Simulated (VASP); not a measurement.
# Ru (Im-3m) in VASP: single point with LDA

Aim: the single point of Ru with LDA.

All numbers are computed with VASP 6.6.1; they aren't measurements. Logs are shortened: lines on timing, memory, paths and dates and some standing lists are left out, and cuts for length are marked.

**1. The cell of the first run**

It takes space group Im-3m (No. 229, cubic). Conventional cell: a = 3.000 Å, b = 3.000 Å, c = 3.000 Å, α = 90.00°, β = 90.00°, γ = 90.00°. Within 3.4 Å of Ru (site symmetry m-3m) lie 14 Ru at 2.60 to 3.00 Å.

**2. Single point, LDA**

Input file INCAR:

```
PREC = Accurate
ENCUT = 500
EDIFF = 1E-6
ISMEAR = 0
SIGMA = 0.1
LREAL = False
LASPH = True
NELM = 120
ALGO = Normal
ISIF = 2
LWAVE = False
LCHARG = False
GGA = CA
NBANDS = 13
GGA_COMPAT = False
```

Input file KPOINTS:

```
Automatic mesh
0
Gamma
  20 20 20
```

Input file POSCAR:

```
Ru
1.0
   -1.5000183728      1.5000183728      1.5000183728
    1.5000183728     -1.5000183728      1.5000183728
    1.5000183728      1.5000183728     -1.5000183728
Ru
1
Direct
    0.0000000000      0.0000000000      0.0000000000
```

Potentials or basis: VASP PAW LDA potentials, release 64 (Ru_pv).

The run is started by

```
cat potpaw_LDA.64/Ru_pv/POTCAR > POTCAR
mpirun -np 1 vasp_std > vasp.out
```

OUTCAR:

```text
PREC = Accurate
   ENCUT = 500
   EDIFF = 1E-6
   ISMEAR = 0
   LREAL = False
   LASPH = True
   NELM = 120
   ISIF = 2
   GGA = CA

 ion  position               nearest neighbor table
   1  0.000  0.000  0.000-

  LATTYP: Found a body centered cubic cell.
 ALAT       =     3.0000367456

  Lattice vectors:

 A1 = (  -1.5000183728,   1.5000183728,   1.5000183728)
 A2 = (   1.5000183728,  -1.5000183728,   1.5000183728)
 A3 = (   1.5000183728,   1.5000183728,  -1.5000183728)

Analysis of symmetry for initial positions (statically):
=====================================================================
 Subroutine PRICEL returns:
 Original cell was already a primitive cell.

 Routine SETGRP: Setting up the symmetry group for a
 body centered cubic supercell.

 Subroutine GETGRP returns: Found 48 space group operations
 (whereof 48 operations were pure point group operations)
 out of a pool of 48 trial point group operations.

The static configuration has the point symmetry O_h .

Analysis of symmetry for dynamics (positions and initial velocities):
=====================================================================
 Subroutine PRICEL returns:
 Original cell was already a primitive cell.

 Routine SETGRP: Setting up the symmetry group for a
 body centered cubic supercell.

 Subroutine GETGRP returns: Found 48 space group operations
 (whereof 48 operations were pure point group operations)
 out of a pool of 48 trial point group operations.

The dynamic configuration has the point symmetry O_h .

 Subroutine INISYM returns: Found 48 space group operations
 (whereof 48 operations are pure point group operations),
 and found     1 'primitive' translations

----------------------------------------------------------------------------------------

                                     Primitive cell

  volume of cell :      13.5005

  direct lattice vectors                    reciprocal lattice vectors
    -1.500018373  1.500018373  1.500018373     0.000000000  0.333329251  0.333329251
     1.500018373 -1.500018373  1.500018373     0.333329251  0.000000000  0.333329251
     1.500018373  1.500018373 -1.500018373     0.333329251  0.333329251  0.000000000

  length of vectors
     2.598108034  2.598108034  2.598108034     0.471398747  0.471398747  0.471398747

[... 77 lines left out ...]
   NELM   =    120;   NELMIN=  2; NELMDL= -5     # of ELM steps
   EDIFF  = 0.1E-05   stopping-criterion for ELM
   LREAL  =      F    real-space projection
   EDIFFG = 0.1E-04   stopping-criterion for IOM
   NSW    =      0    number of steps for IOM
   IBRION =     -1    ionic relax: 0-MD 1-quasi-New 2-CG
   NFREE  =      0    steps in history (QN), initial steepest desc. (CG)
   ISIF   =      2    stress and relaxation
   ISYM   =      2    0-nonsym 1-usesym 2-fastsym
   POTIM  = 0.5000    time-step for ionic-motion
   TEBEG  =    0.0;   TEEND  =   0.0 temperature during run
   PSTRESS=    0.0 pullay stress
   NELECT =      14.0000    total number of electrons
   NUPDOWN=      -1.0000    fix difference up-down
   EMIN   =  10.00;   EMAX   =-10.00  energy-range for DOS
   EFERMI =   0.00;   METHOD = LEGACY
   ISMEAR =     0;   SIGMA  =   0.10  broadening in eV -4-tet -1-fermi 0-gaus
   EFERMI_NEDOS =   21; number of points for ismear=-14 and -15
   IALGO  =     38    algorithm
   IMIX   =      4    mixing-type and parameters
     AMIX     =   0.40;   BMIX     =  1.00
     AMIX_MAG =   1.60;   BMIX_MAG =  1.00
  volume/ion in A,a.u.               =      13.50        91.11
  Fermi-wavevector in a.u.,A,eV,Ry     =   1.657045  3.131361 37.358846  2.745798
  Thomas-Fermi vector in A             =   2.744865
   LORBIT       =      0    0 simple, 1 ext, 2 COOP (PROOUT), +10 PAW based schemes
   GGA     = CA    functional components
   LHFCALC =     F    Hartree Fock is set to
   AEXX    =    0.0000 exact exchange contribution
   IVDW    =     0    specifies the selected vdW correction
   LEPSILON=     F    determine dielectric tensor
   LRPA    =     F    only Hartree local field effects (RPA)
 non-spin polarized calculation
 Gauss-broadening in eV      SIGMA  =   0.10
  energy-cutoff  :      500.00
  volume of cell :       13.50
 maximum number of plane-waves:       370
   NGX =  9   NGY =  9   NGZ =  9

 number of electron      13.9999994 magnetization

 Free energy of the ion-electron system (eV)
  ---------------------------------------------------
  ext. energy  EPLUGINS =         0.00000000
  ---------------------------------------------------
  free energy    TOTEN  =       -10.01884937 eV

  energy without entropy =      -10.00867452  energy(sigma->0) =      -10.01376195

 E-fermi :  12.9538     XC(G=0): -14.4077

 val. band max:       12.9505399615   @ k =   0.4000   0.1500   0.0500
 cond. band min:      12.9543193160   @ k =   0.1500   0.0500   0.0000
 fundamental gap:      0.0037793545
 Fermi energy:        12.9538155394

 k-point     1 :       0.0000    0.0000    0.0000
  band No.  band energies     occupation
      1     -29.4071      2.00000
      2     -29.4071      2.00000
      3     -29.4071      2.00000
      4       4.7308      2.00000
      5      10.0039      2.00000
      6      10.0039      2.00000
      7      10.0039      2.00000
      8      12.8504      1.85642
      9      12.8504      1.85642
     10      23.0080      0.00000
     11      30.0908      0.00000
     12      30.0908      0.00000
     13      30.0908      0.00000
[... 354 lines left out ...]
  band No.  band energies     occupation
      1     -30.1667      2.00000
      2     -29.6601      2.00000
      3     -29.4494      2.00000
      4       7.1778      2.00000
      5       8.7808      2.00000
      6      10.1366      2.00000
      7      12.3021      2.00000
      8      13.2555      0.00002
      9      13.8690      0.00000
     10      23.0072      0.00000
     11      28.2335      0.00000
     12      28.9873      0.00000
     13      34.0510      0.00000

 [... further k-points ...]
[... 5 lines left out ...]
  --------------------------------------------------------------------------------------
  -------------------------------------------------------------------------------------
  Total        0.0663158      0.0663158      0.0663158     -0.0000000     -0.0000000     -0.0000000
  in kB        7.8700612      7.8700612      7.8700612     -0.0000000     -0.0000000     -0.0000000
  external PRESSURE =       7.8700612 kB  Pullay stress =       0.0000000 kB

 VOLUME and BASIS-vectors are now :
 -----------------------------------------------------------------------------
  energy-cutoff  :      500.00
  volume of cell :       13.50
      direct lattice vectors                 reciprocal lattice vectors
    -1.500018373  1.500018373  1.500018373     0.000000000  0.333329251  0.333329251
     1.500018373 -1.500018373  1.500018373     0.333329251  0.000000000  0.333329251
     1.500018373  1.500018373 -1.500018373     0.333329251  0.333329251  0.000000000

 POSITION                                       TOTAL-FORCE (eV/Angst)
 -----------------------------------------------------------------------------------
      0.00000      0.00000      0.00000        -0.000000      0.000000     -0.000000
 -----------------------------------------------------------------------------------
    total drift:                                0.000000     -0.000000      0.000000

  FREE ENERGIE OF THE ION-ELECTRON SYSTEM (eV)
  ---------------------------------------------------
  free  energy   TOTEN  =       -10.0188493672 eV

  energy  without entropy=      -10.0086745230  energy(sigma->0) =      -10.01376195
```

Run time: 49 s. Hardware: 1 thread of AMD EPYC 7R43 (Zen 3), shared host; peak memory 0.12 GiB.

What came out:

```yaml
Free_energy: -10.0188 eV
Pressure: 0.8 GPa
Band_gap_on_the_k_mesh: zero (band 7 reaches 14.91 eV, above the bottom of band 8 at 11.08 eV)
```
